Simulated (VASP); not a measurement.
# Si (Cmmm) in VASP: single point with LDA

Aim: the single point of Si with LDA.

All numbers are computed with VASP 6.6.1; they aren't measurements. Logs are shortened: lines on timing, memory, paths and dates and some standing lists are left out, and cuts for length are marked.

### 1 The cell of the first run

It takes space group Cmmm (No. 65, orthorhombic). Conventional cell: a = 2.691 Å, b = 4.399 Å, c = 2.465 Å, α = 90.00°, β = 90.00°, γ = 90.00°. Si (site symmetry mmm) has 8 Si at 2.46 to 2.69 Å within 3.3 Å.

### 2 Single point, LDA

Input file INCAR:

```
  PREC = Accurate
  ENCUT = 520
  EDIFF = 1E-6
  ISMEAR = 0
  SIGMA = 0.15
  LREAL = F
  LASPH = T
  NELM = 60
  ALGO = Normal
  ISIF = 2
  LWAVE = F
  LCHARG = F
  GGA = CA
  NBANDS = 11
```

Input file KPOINTS:

```
regular mesh
0
Gamma
  12 12 8
```

Input file POSCAR:

```
Si
1.0
    2.5776247774     -0.0652035466     -0.0000102658
   -1.3452803164      2.3301048894      0.0000305092
   -0.0000175872      0.0000501996      4.9291975407
Si
2
Direct
    0.5000052784      0.5000092660      0.2499994973
    0.4999947216      0.4999907340      0.7500005027
```

Potentials or basis: VASP PAW LDA potentials, release 64 (Si).

The run is started by

```
> cat potpaw_LDA.64/Si/POTCAR > POTCAR
> mpirun -np 1 vasp_std > vasp.out
```

OUTCAR:

```text
PREC = Accurate
   ENCUT = 520
   EDIFF = 1E-6
   ISMEAR = 0
   LREAL = F
   LASPH = T
   NELM = 60
   ISIF = 2
   GGA = CA

 ion  position               nearest neighbor table
   1  0.500  0.500  0.250-   2 2.46   2 2.46
   2  0.500  0.500  0.750-   1 2.46   1 2.46

  LATTYP: Found a base centered orthorhombic cell.
 ALAT       =     2.6905701861
 B/A-ratio  =     1.6351103082
 C/A-ratio  =     1.8320271170

  Lattice vectors:

 A1 = (  -2.5776247774,   0.0652035466,   0.0000102658)
 A2 = (   1.2323444610,   2.2649013428,   0.0000202434)
 A3 = (   0.0000175872,  -0.0000501996,  -4.9291975407)

Analysis of symmetry for initial positions (statically):
=====================================================================
 Subroutine PRICEL returns:
 Original cell was already a primitive cell.

 Routine SETGRP: Setting up the symmetry group for a
 base centered orthorhombic supercell.

 Subroutine GETGRP returns: Found  4 space group operations
 (whereof  2 operations were pure point group operations)
 out of a pool of  8 trial point group operations.

The static configuration has the point symmetry S_2 .
 The point group associated with its full space group is C_2h.

Analysis of symmetry for dynamics (positions and initial velocities):
=====================================================================
 Subroutine PRICEL returns:
 Original cell was already a primitive cell.

 Routine SETGRP: Setting up the symmetry group for a
 base centered orthorhombic supercell.

 Subroutine GETGRP returns: Found  4 space group operations
 (whereof  2 operations were pure point group operations)
 out of a pool of  8 trial point group operations.

The dynamic configuration has the point symmetry S_2 .
 The point group associated with its full space group is C_2h.

 Subroutine INISYM returns: Found  4 space group operations
 (whereof  2 operations are pure point group operations),
 and found     1 'primitive' translations

----------------------------------------------------------------------------------------

                                     Primitive cell

  volume of cell :      29.1731

  direct lattice vectors                    reciprocal lattice vectors
     2.577624777 -0.065203547 -0.000010266     0.393703939  0.227303999 -0.000000910
    -1.345280316  2.330104889  0.000030509     0.011017055  0.435525899 -0.000004396
    -0.000017587  0.000050200  4.929197541     0.000000752 -0.000002222  0.202872778

  length of vectors
     2.578449339  2.690570186  4.929197541     0.454609612  0.435665220  0.202872778

  position of ions in fractional coordinates (direct lattice)
     0.500005278  0.500009266  0.249999497
     0.499994722  0.499990734  0.750000503

  ion indices of the primitive-cell ions
   primitive index   ion index
                 1           1
                 2           2

----------------------------------------------------------------------------------------

 KPOINTS: regular mesh

Automatic generation of k-mesh.
 Grid dimensions read from file:
 generate k-points for:   12   12    8

 Generating k-lattice:

  Cartesian coordinates                     Fractional coordinates (reciprocal lattice)
     0.032808662  0.018942000 -0.000000076     0.083333333 -0.000000000  0.000000000
     0.000918088  0.036293825 -0.000000366    -0.000000000  0.083333333  0.000000000
     0.000000094 -0.000000278  0.025359097     0.000000000  0.000000000  0.125000000

  Length of vectors
     0.037884134  0.036305435  0.025359097

  Shift w.r.t. Gamma in fractional coordinates (k-lattice)
     0.000000000  0.000000000  0.000000000

 Subroutine IBZKPT returns following result:
 ===========================================

 Found    370 irreducible k-points:

 Following reciprocal coordinates:
            Coordinates               Weight
  0.000000  0.000000  0.000000      1.000000
  0.083333 -0.000000  0.000000      2.000000
  0.166667  0.000000  0.000000      2.000000
  0.250000  0.000000  0.000000      2.000000
  0.333333 -0.000000  0.000000      2.000000
  0.416667  0.000000  0.000000      2.000000
[... 16 lines left out ...]
  0.250000  0.166667  0.000000      2.000000
  0.333333  0.166667  0.000000      2.000000
 [... further k-points ...]
   k-points           NKPTS =    370   k-points in BZ     NKDIM =    370   number of bands    NBANDS=     11
   number of dos      NEDOS =    301   number of ions     NIONS =      2
   total plane-waves  NPLWV =  16000
   dimension x,y,z NGX =    20 NGY =   20 NGZ =   40
   dimension x,y,z NGXF=    40 NGYF=   40 NGZF=   80
   ions per type =               2
   NGX,Y,Z   is equivalent  to a cutoff of  12.90, 12.36, 13.49 a.u.
   NGXF,Y,Z  is equivalent  to a cutoff of  25.79, 24.72, 26.98 a.u.
 SYSTEM =  unknown system
   PREC   = accura    normal or accurate (medium, high low for compatibility)
   ISTART =      0    job   : 0-new  1-cont  2-samecut
   ICHARG =      2    charge: 1-file 2-atom 10-const
   ISPIN  =      1    spin polarized calculation?
   LNONCOLLINEAR =      F non collinear calculations
   LSORBIT =      F    spin-orbit coupling
   LASPH  =      T    aspherical Exc in radial PAW
   ENCUT  =  520.0 eV  38.22 Ry    6.18 a.u.   4.79  5.00  9.17*2*pi/ulx,y,z
   NELM   =     60;   NELMIN=  2; NELMDL= -5     # of ELM steps
   EDIFF  = 0.1E-05   stopping-criterion for ELM
   LREAL  =      F    real-space projection
   EDIFFG = 0.1E-04   stopping-criterion for IOM
   NSW    =      0    number of steps for IOM
   IBRION =     -1    ionic relax: 0-MD 1-quasi-New 2-CG
   NFREE  =      0    steps in history (QN), initial steepest desc. (CG)
   ISIF   =      2    stress and relaxation
   ISYM   =      2    0-nonsym 1-usesym 2-fastsym
   POTIM  = 0.5000    time-step for ionic-motion
   TEBEG  =    0.0;   TEEND  =   0.0 temperature during run
   PSTRESS=    0.0 pullay stress
   NELECT =       8.0000    total number of electrons
   NUPDOWN=      -1.0000    fix difference up-down
   EMIN   =  10.00;   EMAX   =-10.00  energy-range for DOS
   EFERMI =   0.00;   METHOD = LEGACY
   ISMEAR =     0;   SIGMA  =   0.15  broadening in eV -4-tet -1-fermi 0-gaus
   EFERMI_NEDOS =   21; number of points for ismear=-14 and -15
   IALGO  =     38    algorithm
   IMIX   =      4    mixing-type and parameters
     AMIX     =   0.40;   BMIX     =  1.00
     AMIX_MAG =   1.60;   BMIX_MAG =  1.00
  volume/ion in A,a.u.               =      14.59        98.43
  Fermi-wavevector in a.u.,A,eV,Ry     =   1.063598  2.009909 15.391464  1.131241
  Thomas-Fermi vector in A             =   2.199088
   LORBIT       =      0    0 simple, 1 ext, 2 COOP (PROOUT), +10 PAW based schemes
   GGA     = CA    functional components
   LHFCALC =     F    Hartree Fock is set to
   AEXX    =    0.0000 exact exchange contribution
   IVDW    =     0    specifies the selected vdW correction
   LEPSILON=     F    determine dielectric tensor
   LRPA    =     F    only Hartree local field effects (RPA)
 non-spin polarized calculation
 Gauss-broadening in eV      SIGMA  =   0.15
  energy-cutoff  :      520.00
  volume of cell :       29.17
 maximum number of plane-waves:       802
   NGX =  9   NGY =  9   NGZ = 19

 number of electron       8.0000000 magnetization

 Free energy of the ion-electron system (eV)
  ---------------------------------------------------
  ext. energy  EPLUGINS =         0.00000000
  ---------------------------------------------------
  free energy    TOTEN  =       -11.47890669 eV

  energy without entropy =      -11.47126161  energy(sigma->0) =      -11.47508415

 E-fermi :   9.7157     XC(G=0): -11.1701

 val. band max:        9.6944277044   @ k =  -0.4167   0.4167   0.2500
 cond. band min:       9.7216887479   @ k =   0.2500   0.4167   0.2500
 fundamental gap:      0.0272610436
 Fermi energy:         9.7156703122

 k-point     1 :       0.0000    0.0000    0.0000
  band No.  band energies     occupation
      1      -4.4149      2.00000
      2       0.4667      2.00000
      3       2.5079      2.00000
      4      17.2370      0.00000
      5      17.6434      0.00000
      6      19.4574      0.00000
      7      20.4813      0.00000
      8      21.0786      0.00000
      9      22.9939      0.00000
     10      23.0104      0.00000
     11      23.7917      0.00000

 k-point     2 :       0.0833   -0.0000    0.0000
  band No.  band energies     occupation
      1      -4.2076      2.00000
      2       0.6718      2.00000
      3       2.7007      2.00000
      4      16.6494      0.00000
      5      17.8164      0.00000
      6      18.1281      0.00000
      7      19.7721      0.00000
      8      21.4929      0.00000
      9      21.9137      0.00000
     10      22.5675      0.00000
     11      22.7682      0.00000

 k-point     3 :       0.1667    0.0000    0.0000
  band No.  band energies     occupation
      1      -3.5873      2.00000
      2       1.2845      2.00000
      3       3.2767      2.00000
      4      14.5291      0.00000
      5      16.5691      0.00000
      6      18.1660      0.00000
      7      18.3343      0.00000
      8      19.4584      0.00000
      9      19.9955      0.00000
     10      21.5426      0.00000
     11      21.8317      0.00000

 k-point     4 :       0.2500    0.0000    0.0000
  band No.  band energies     occupation
      1      -2.5584      2.00000
      2       2.2967      2.00000
      3       4.2264      2.00000
      4      11.4563      0.00000
      5      15.3271      0.00000
      6      16.1827      0.00000
      7      17.0208      0.00000
      8      18.3753      0.00000
      9      18.8273      0.00000
     10      19.1913      0.00000
     11      22.6258      0.00000
[... 239 lines left out ...]
 k-point    22 :       0.1667    0.1667    0.0000
  band No.  band energies     occupation
      1      -2.0134      2.00000
      2       2.8354      2.00000
      3       4.7179      2.00000
      4      10.4685      0.00000
      5      12.3013      0.00000
      6      15.0404      0.00000
      7      16.7426      0.00000
      8      17.2051      0.00000
      9      19.6389      0.00000
     10      20.6093      0.00000
     11      20.7101      0.00000

 k-point    23 :       0.2500    0.1667    0.0000
  band No.  band energies     occupation
      1      -0.5893      2.00000
      2       4.2232      2.00000
      3       5.9883      2.00000
      4       8.6721      2.00000
      5       9.9879      0.01028
      6      13.3896      0.00000
      7      14.4651      0.00000
      8      15.2884      0.00000
      9      18.4372      0.00000
     10      20.8019      0.00000
     11      20.9815      0.00000

 k-point    24 :       0.3333    0.1667    0.0000
  band No.  band energies     occupation
      1       1.2204      2.00000
      2       5.9485      2.00000
      3       5.9590      2.00000
      4       7.4588      2.00000
      5       9.2495      1.99999
      6      10.7966      0.00000
      7      13.1788      0.00000
      8      13.7778      0.00000
      9      17.3441      0.00000
     10      20.8444      0.00000
     11      22.1966      0.00000

 [... further k-points ...]
[... 5 lines left out ...]
  --------------------------------------------------------------------------------------
  -------------------------------------------------------------------------------------
  Total        0.0169119      0.0137946      0.0182726      0.0024880      0.0000003     -0.0000001
  in kB        0.9288002      0.7575940      1.0035260      0.1366407      0.0000180     -0.0000055
  external PRESSURE =       0.8966401 kB  Pullay stress =       0.0000000 kB

 VOLUME and BASIS-vectors are now :
 -----------------------------------------------------------------------------
  energy-cutoff  :      520.00
  volume of cell :       29.17
      direct lattice vectors                 reciprocal lattice vectors
     2.577624777 -0.065203547 -0.000010266     0.393703939  0.227303999 -0.000000910
    -1.345280316  2.330104889  0.000030509     0.011017055  0.435525899 -0.000004396
    -0.000017587  0.000050200  4.929197541     0.000000752 -0.000002222  0.202872778

 POSITION                                       TOTAL-FORCE (eV/Angst)
 -----------------------------------------------------------------------------------
      0.61617      1.13248      1.23231        -0.000005     -0.000028     -0.000000
      0.61616      1.13247      3.69691         0.000005      0.000028      0.000000
 -----------------------------------------------------------------------------------
    total drift:                                0.000002     -0.000093      0.000013

  FREE ENERGIE OF THE ION-ELECTRON SYSTEM (eV)
  ---------------------------------------------------
  free  energy   TOTEN  =       -11.4789066883 eV

  energy  without entropy=      -11.4712616099  energy(sigma->0) =      -11.47508415
```

It took 54 s on 1 thread of Intel Xeon Platinum 8488C (Sapphire Rapids), shared host; peak memory 0.19 GiB.

Results:

| Item | Value |
| --- | --- |
| Free energy | -11.4789 eV |
| Pressure | 0.1 GPa |
| Band gap on the k mesh | zero (bands 4 and 5 overlap by 10.63 eV) |

Levels at points of the mesh, in eV from the Fermi level:
```tsv
k point	band 1	band 2	band 3	band 4	band 5	band 6	band 7	band 8	band 9
(0.00, 0.00, 0.00)	-14.13	-9.25	-7.21	7.52	7.93	9.74	10.77	11.36	13.28
(0.50, 0.00, 0.00)	-7.04	-6.59	-2.77	-1.66	-1.24	1.71	4.00	5.81	7.61
(0.00, 0.50, 0.00)	-7.88	-6.89	-3.02	-2.29	-2.22	1.39	5.80	6.96	9.41
(0.50, 0.50, 0.00)	-7.88	-6.89	-3.02	-2.29	-2.22	1.39	5.79	6.96	9.41
(0.00, 0.00, 0.50)	-12.68	-12.68	-1.15	-1.15	10.87	10.87	11.89	11.89	12.46
(0.50, 0.00, 0.50)	-5.60	-5.60	-5.29	-5.29	4.36	4.36	5.21	5.21	7.08
(0.00, 0.50, 0.50)	-6.43	-6.43	-5.58	-5.58	3.93	3.93	6.80	6.80	7.00
(0.50, 0.50, 0.50)	-6.43	-6.43	-5.58	-5.58	3.93	3.93	6.80	6.80	7.00
```
